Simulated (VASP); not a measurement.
Input of a VASP 6.6.1 run:

File INCAR:

```
SYSTEM = BN
PREC = Accurate
ENCUT = 520
EDIFF = 1E-7
ISMEAR = 0
SIGMA = 0.05
LREAL = .FALSE.
LASPH = .TRUE.
NELM = 60
ALGO = Normal
ISIF = 2
LWAVE = .FALSE.
LCHARG = .FALSE.
GGA = PS
NBANDS = 11
```

File KPOINTS:

```
Automatic mesh
0
G
  12 12 12
  0 0 0
```

The input POSCAR:

```
BN
1.0
    1.2511217832      0.7223354983      3.3729344033
   -1.2511217832      0.7223354983      3.3729344033
    0.0000000000     -1.4446709967      3.3729344033
B N
1 1
Direct
    0.9996712000      0.9996712000      0.9996712000
    0.3327618000      0.3327618000      0.3327618000
```

Potentials or basis: VASP PAW PBE potentials, release 64 (B, N).

Command:

```console
$ cat potpaw_PBE.64/B/POTCAR potpaw_PBE.64/N/POTCAR > POTCAR
$ mpirun -np 1 vasp_std > vasp.out
```

Problem. What does it give for the band gap on the k mesh?

Solution. 4.18 eV (least direct gap 4.63 eV).

Problem. Predict the pressure.

Solution. 1.0 GPa.

Forces on the atoms (eV/Å):
```
B    0.000  0.000 -0.003
N    0.000  0.000  0.003
```

Caveat: the PAW data sets were made with another functional, which shifts forces and pressure a little. A k mesh can miss the band edges.
